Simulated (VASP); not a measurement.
# Ta (Im-3m) in VASP: notebook

Aim: see how the results for Ta move with the level of theory and the settings. Levels: r2SCAN, PBE. Tasks: single point, relaxation of cell and atoms.

Everything below comes from runs of VASP 6.6.1. Logs are shortened: lines on timing, memory, paths and dates and some standing lists are left out, and cuts for length are marked.

## 1. The cell of the first run

It takes space group Im-3m (No. 229, cubic). The conventional cell has a = 3.319 Å, b = 3.319 Å, c = 3.319 Å, α = 90.00°, β = 90.00°, γ = 90.00°. Within 3.8 Å of Ta (site symmetry m-3m) lie 14 Ta at 2.87 to 3.32 Å.

## 2. Single point, r2SCAN

POSCAR

```
Ta
1.0
   -1.6594999025      1.6594999025      1.6594999025
    1.6594999025     -1.6594999025      1.6594999025
    1.6594999025      1.6594999025     -1.6594999025
Ta
1
Direct
    0.0000000000      0.0000000000      0.0000000000
```

INCAR.step1

```
SYSTEM = Ta
ALGO = Normal ; EDIFF = 1E-4
ENCUT = 520 ; GGA = PE
ISMEAR = 0 ; LASPH = .True.
LCHARG = .False. ; LREAL = .False.
LWAVE = .True. ; NBANDS = 12
NELM = 100 ; PREC = Accurate
SIGMA = 0.1
```

INCAR.step2

```
SYSTEM = Ta
ALGO = Normal ; EDIFF = 1E-6
ENCUT = 520 ; ISIF = 2
ISMEAR = 0 ; ISTART = 1
LASPH = .True. ; LCHARG = .False.
LMIXTAU = .True. ; LREAL = .False.
LWAVE = .False. ; METAGGA = R2SCAN
NBANDS = 12 ; NELM = 100
PREC = Accurate ; SIGMA = 0.1
```

KPOINTS

```
k-points
0
Gamma
  24 24 24
  0 0 0
```

Potentials or basis: VASP PAW PBE potentials, release 64 (Ta_pv).

The run is started by

```console
> cat potpaw_PBE.64/Ta_pv/POTCAR > POTCAR
> cp INCAR.step1 INCAR
> mpirun -np 1 vasp_std > vasp.out
> cp INCAR.step2 INCAR
> mpirun -np 1 vasp_std > vasp.out
```

OUTCAR:

```text
SYSTEM = Ta
   EDIFF = 1E-6
   ENCUT = 520
   ISIF = 2
   ISMEAR = 0
   ISTART = 1
   LASPH = .True.
   LREAL = .False.
   METAGGA = R2SCAN
   NELM = 100
   PREC = Accurate

 ion  position               nearest neighbor table
   1  0.000  0.000  0.000-

  LATTYP: Found a body centered cubic cell.
 ALAT       =     3.3189998050

  Lattice vectors:

 A1 = (  -1.6594999025,   1.6594999025,   1.6594999025)
 A2 = (   1.6594999025,  -1.6594999025,   1.6594999025)
 A3 = (   1.6594999025,   1.6594999025,  -1.6594999025)

Analysis of symmetry for initial positions (statically):
=====================================================================
 Subroutine PRICEL returns:
 Original cell was already a primitive cell.

 Routine SETGRP: Setting up the symmetry group for a
 body centered cubic supercell.

 Subroutine GETGRP returns: Found 48 space group operations
 (whereof 48 operations were pure point group operations)
 out of a pool of 48 trial point group operations.

The static configuration has the point symmetry O_h .

Analysis of symmetry for dynamics (positions and initial velocities):
=====================================================================
 Subroutine PRICEL returns:
 Original cell was already a primitive cell.

 Routine SETGRP: Setting up the symmetry group for a
 body centered cubic supercell.

 Subroutine GETGRP returns: Found 48 space group operations
 (whereof 48 operations were pure point group operations)
 out of a pool of 48 trial point group operations.

The dynamic configuration has the point symmetry O_h .

 Subroutine INISYM returns: Found 48 space group operations
 (whereof 48 operations are pure point group operations),
 and found     1 'primitive' translations

----------------------------------------------------------------------------------------

                                     Primitive cell

  volume of cell :      18.2807

  direct lattice vectors                    reciprocal lattice vectors
    -1.659499902  1.659499902  1.659499902     0.000000000  0.301295589  0.301295589
     1.659499902 -1.659499902  1.659499902     0.301295589  0.000000000  0.301295589
     1.659499902  1.659499902 -1.659499902     0.301295589  0.301295589  0.000000000

  length of vectors
     2.874338146  2.874338146  2.874338146     0.426096308  0.426096308  0.426096308

  position of ions in fractional coordinates (direct lattice)
     0.000000000  0.000000000  0.000000000

  ion indices of the primitive-cell ions
   primitive index   ion index
                 1           1

----------------------------------------------------------------------------------------

 KPOINTS: k-points

Automatic generation of k-mesh.
 Grid dimensions read from file:
 generate k-points for:   24   24   24

 Generating k-lattice:

  Cartesian coordinates                     Fractional coordinates (reciprocal lattice)
     0.000000000  0.012553983  0.012553983     0.041666667  0.000000000  0.000000000
     0.012553983  0.000000000  0.012553983     0.000000000  0.041666667  0.000000000
     0.012553983  0.012553983  0.000000000     0.000000000  0.000000000  0.041666667

  Length of vectors
     0.017754013  0.017754013  0.017754013

  Shift w.r.t. Gamma in fractional coordinates (k-lattice)
     0.000000000  0.000000000  0.000000000

 Subroutine IBZKPT returns following result:
 ===========================================

 Found    413 irreducible k-points:

 Following reciprocal coordinates:
            Coordinates               Weight
  0.000000  0.000000  0.000000      1.000000
  0.041667  0.000000  0.000000     12.000000
  0.083333  0.000000  0.000000     12.000000
  0.125000  0.000000  0.000000     12.000000
  0.166667  0.000000  0.000000     12.000000
  0.208333  0.000000  0.000000     12.000000
[... 16 lines left out ...]
  0.416667  0.041667  0.000000     48.000000
  0.458333  0.041667  0.000000     48.000000
 [... further k-points ...]
   k-points           NKPTS =    413   k-points in BZ     NKDIM =    413   number of bands    NBANDS=     12
   number of dos      NEDOS =    301   number of ions     NIONS =      1
   total plane-waves  NPLWV =  13824
   dimension x,y,z NGX =    24 NGY =   24 NGZ =   24
   dimension x,y,z NGXF=    48 NGYF=   48 NGZF=   48
   ions per type =               1
   NGX,Y,Z   is equivalent  to a cutoff of  13.88, 13.88, 13.88 a.u.
   NGXF,Y,Z  is equivalent  to a cutoff of  27.76, 27.76, 27.76 a.u.
 SYSTEM =  Ta
   PREC   = accura    normal or accurate (medium, high low for compatibility)
   ISTART =      1    job   : 0-new  1-cont  2-samecut
   ICHARG =      0    charge: 1-file 2-atom 10-const
   ISPIN  =      1    spin polarized calculation?
   LNONCOLLINEAR =      F non collinear calculations
   LSORBIT =      F    spin-orbit coupling
   LASPH  =      T    aspherical Exc in radial PAW
   ENCUT  =  520.0 eV  38.22 Ry    6.18 a.u.   5.34  5.34  5.34*2*pi/ulx,y,z
   NELM   =    100;   NELMIN=  2; NELMDL=  0     # of ELM steps
   EDIFF  = 0.1E-05   stopping-criterion for ELM
   LREAL  =      F    real-space projection
   EDIFFG = 0.1E-04   stopping-criterion for IOM
   NSW    =      0    number of steps for IOM
   IBRION =     -1    ionic relax: 0-MD 1-quasi-New 2-CG
   NFREE  =      0    steps in history (QN), initial steepest desc. (CG)
   ISIF   =      2    stress and relaxation
   ISYM   =      2    0-nonsym 1-usesym 2-fastsym
   POTIM  = 0.5000    time-step for ionic-motion
   TEBEG  =    0.0;   TEEND  =   0.0 temperature during run
   PSTRESS=    0.0 pullay stress
   NELECT =      11.0000    total number of electrons
   NUPDOWN=      -1.0000    fix difference up-down
   EMIN   =  10.00;   EMAX   =-10.00  energy-range for DOS
   EFERMI =   0.00;   METHOD = LEGACY
   ISMEAR =     0;   SIGMA  =   0.10  broadening in eV -4-tet -1-fermi 0-gaus
   EFERMI_NEDOS =   21; number of points for ismear=-14 and -15
   IALGO  =     38    algorithm
   IMIX   =      4    mixing-type and parameters
     AMIX     =   0.40;   BMIX     =  1.00
     AMIX_MAG =   1.60;   BMIX_MAG =  1.00
  volume/ion in A,a.u.               =      18.28       123.36
  Fermi-wavevector in a.u.,A,eV,Ry     =   1.382108  2.611805 25.990137  1.910221
  Thomas-Fermi vector in A             =   2.506830
   LORBIT       =      0    0 simple, 1 ext, 2 COOP (PROOUT), +10 PAW based schemes
   METAGGA = R2SCAN    functional components
   LHFCALC =     F    Hartree Fock is set to
   AEXX    =    0.0000 exact exchange contribution
   IVDW    =     0    specifies the selected vdW correction
   LEPSILON=     F    determine dielectric tensor
   LRPA    =     F    only Hartree local field effects (RPA)
 non-spin polarized calculation
 Gauss-broadening in eV      SIGMA  =   0.10
  energy-cutoff  :      520.00
  volume of cell :       18.28
 maximum number of plane-waves:       531
 NGX is ok and might be reduce to    24
   NGX = 11   NGY = 11   NGZ = 11

 number of electron      11.0000001 magnetization

 Free energy of the ion-electron system (eV)
  ---------------------------------------------------
  ext. energy  EPLUGINS =         0.00000000
  ---------------------------------------------------
  free energy    TOTEN  =       -48.58122448 eV

  energy without entropy =      -48.57463618  energy(sigma->0) =      -48.57793033

 E-fermi :   5.1976     XC(G=0): -13.6856

 val. band max:        5.1869854517   @ k =  -0.2917   0.3333   0.1250
 cond. band min:       5.1988094583   @ k =   0.2083   0.0417   0.0000
 fundamental gap:      0.0118240065
 Fermi energy:         5.1976424658

 k-point     1 :       0.0000    0.0000    0.0000
  band No.  band energies     occupation
      1     -29.0794      2.00000
      2     -29.0794      2.00000
      3     -29.0794      2.00000
      4      -3.0663      2.00000
      5       6.0467      0.00000
      6       6.0467      0.00000
      7       6.0467      0.00000
      8       9.4823      0.00000
      9       9.4823      0.00000
     10      17.2453      0.00000
     11      20.9120      0.00000
     12      20.9120      0.00000

 k-point     2 :       0.0417    0.0000    0.0000
  band No.  band energies     occupation
      1     -29.1012      2.00000
      2     -29.0860      2.00000
      3     -29.0795      2.00000
      4      -2.9862      2.00000
      5       5.9934      0.00000
      6       6.0316      0.00000
      7       6.1241      0.00000
      8       9.3922      0.00000
      9       9.4816      0.00000
     10      17.2453      0.00000
     11      20.9847      0.00000
     12      21.0532      0.00000

 k-point     3 :       0.0833    0.0000    0.0000
  band No.  band energies     occupation
      1     -29.1649      2.00000
      2     -29.1055      2.00000
      3     -29.0798      2.00000
      4      -2.7502      2.00000
      5       5.8409      0.00000
      6       5.9751      0.00000
      7       6.3548      0.00000
      8       9.1698      0.00000
      9       9.4823      0.00000
     10      17.2452      0.00000
     11      21.1831      0.00000
     12      21.4685      0.00000

 k-point     4 :       0.1250    0.0000    0.0000
  band No.  band energies     occupation
      1     -29.2649      2.00000
      2     -29.1363      2.00000
      3     -29.0804      2.00000
      4      -2.3720      2.00000
      5       5.6098      0.00000
      6       5.8509      0.00000
      7       6.7349      0.00000
      8       8.9274      0.00000
      9       9.4916      0.00000
     10      17.2452      0.00000
     11      21.4388      0.00000
     12      22.1353      0.00000

 k-point     5 :       0.1667    0.0000    0.0000
  band No.  band energies     occupation
      1     -29.3931      2.00000
      2     -29.1762      2.00000
      3     -29.0811      2.00000
      4      -1.8754      2.00000
      5       5.3266      0.06813
      6       5.6421      0.00000
      7       7.2572      0.00000
      8       8.7733      0.00000
      9       9.5189      0.00000
     10      17.2451      0.00000
     11      21.6099      0.00000
     12      23.0225      0.00000
[... 228 lines left out ...]
      1     -30.0390      2.00000
      2     -29.3886      2.00000
      3     -29.0935      2.00000
      4       0.5041      2.00000
      5       4.0645      2.00000
      6       5.2229      0.72124
      7       9.2070      0.00000
      8      10.0696      0.00000
      9      11.0291      0.00000
     10      17.2421      0.00000
     11      19.0787      0.00000
     12      19.6944      0.00000

 k-point    22 :       0.3750    0.0417   -0.0000
  band No.  band energies     occupation
      1     -30.1391      2.00000
      2     -29.4237      2.00000
      3     -29.0943      2.00000
      4       0.6859      2.00000
      5       3.8861      2.00000
      6       5.6437      0.00000
      7       9.3287      0.00000
      8      10.2148      0.00000
      9      11.9349      0.00000
     10      17.2384      0.00000
     11      18.3536      0.00000
     12      18.7225      0.00000

 k-point    23 :       0.4167    0.0417    0.0000
  band No.  band energies     occupation
      1     -30.2091      2.00000
      2     -29.4484      2.00000
      3     -29.0949      2.00000
      4       0.7549      2.00000
      5       3.7640      2.00000
      6       6.1232      0.00000
      7       9.3525      0.00000
      8      10.3483      0.00000
      9      12.6974      0.00000
     10      17.2253      0.00000
     11      17.7129      0.00000
     12      18.1125      0.00000

 k-point    24 :       0.4583    0.0417    0.0000
  band No.  band energies     occupation
      1     -30.2450      2.00000
      2     -29.4612      2.00000
      3     -29.0952      2.00000
      4       0.7723      2.00000
      5       3.7020      2.00000
      6       6.4556      0.00000
      7       9.3183      0.00000
      8      10.4331      0.00000
      9      13.1535      0.00000
     10      17.1650      0.00000
     11      17.3729      0.00000
     12      17.8340      0.00000

 [... further k-points ...]
[... 5 lines left out ...]
  --------------------------------------------------------------------------------------
  -------------------------------------------------------------------------------------
  Total       -0.2215998     -0.2215998     -0.2215998      0.0000000      0.0000000      0.0000000
  in kB      -19.4217460    -19.4217460    -19.4217460      0.0000000      0.0000000      0.0000000
  external PRESSURE =     -19.4217460 kB  Pullay stress =       0.0000000 kB

 VOLUME and BASIS-vectors are now :
 -----------------------------------------------------------------------------
  energy-cutoff  :      520.00
  volume of cell :       18.28
      direct lattice vectors                 reciprocal lattice vectors
    -1.659499902  1.659499902  1.659499902     0.000000000  0.301295589  0.301295589
     1.659499902 -1.659499902  1.659499902     0.301295589  0.000000000  0.301295589
     1.659499902  1.659499902 -1.659499902     0.301295589  0.301295589  0.000000000

 POSITION                                       TOTAL-FORCE (eV/Angst)
 -----------------------------------------------------------------------------------
      0.00000      0.00000      0.00000        -0.000000      0.000000      0.000000
 -----------------------------------------------------------------------------------
    total drift:                                0.000000      0.000000      0.000000

  FREE ENERGIE OF THE ION-ELECTRON SYSTEM (eV)
  ---------------------------------------------------
  free  energy   TOTEN  =       -48.5812244762 eV

  energy  without entropy=      -48.5746361796  energy(sigma->0) =      -48.57793033
```

Wall time 79 s (1 thread of Intel Xeon 6975P-C (Granite Rapids), shared host); peak memory 0.21 GiB.

Results:

```yaml
Free_energy: -48.5812 eV
Pressure: -1.9 GPa
```

Caveat: the PAW data sets were made with another functional, which shifts forces and pressure a little; spin-orbit coupling is left out, which moves the levels of the heavy elements.

[end of part 1 of 2]
